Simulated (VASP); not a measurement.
Input of a VASP 6.6.1 run:

Contents of INCAR:

```
SYSTEM = Sb2Au
ALGO = Normal ; EDIFF = 1E-7
ENCUT = 520 ; ISIF = 2
ISMEAR = 1 ; LASPH = .True.
LCHARG = .False. ; LREAL = .False.
LWAVE = .False. ; NBANDS = 18
NELM = 60 ; PREC = Accurate
SIGMA = 0.3
```

The input KPOINTS:

```
k-points
0
Gamma
  6 6 6
  0 0 0
```

The input POSCAR:

```
Sb2Au
1.0
    0.0000000000      3.2981508585      3.2981508585
    3.2981508585      0.0000000000      3.2981508585
    3.2981508585      3.2981508585      0.0000000000
Sb Au
2 1
Direct
    0.2500000000      0.2500000000      0.2500000000
    0.7500000000      0.7500000000      0.7500000000
    0.0000000000      0.0000000000      0.0000000000
```

Potentials or basis: VASP PAW LDA potentials, release 64 (Sb, Au).

The run is started by

```bash
$ cat potpaw_LDA.64/Sb/POTCAR potpaw_LDA.64/Au/POTCAR > POTCAR
$ mpirun -np 1 vasp_std > vasp.out
```

**Question.** Predict the pressure.

**Answer.** 6.3 GPa.
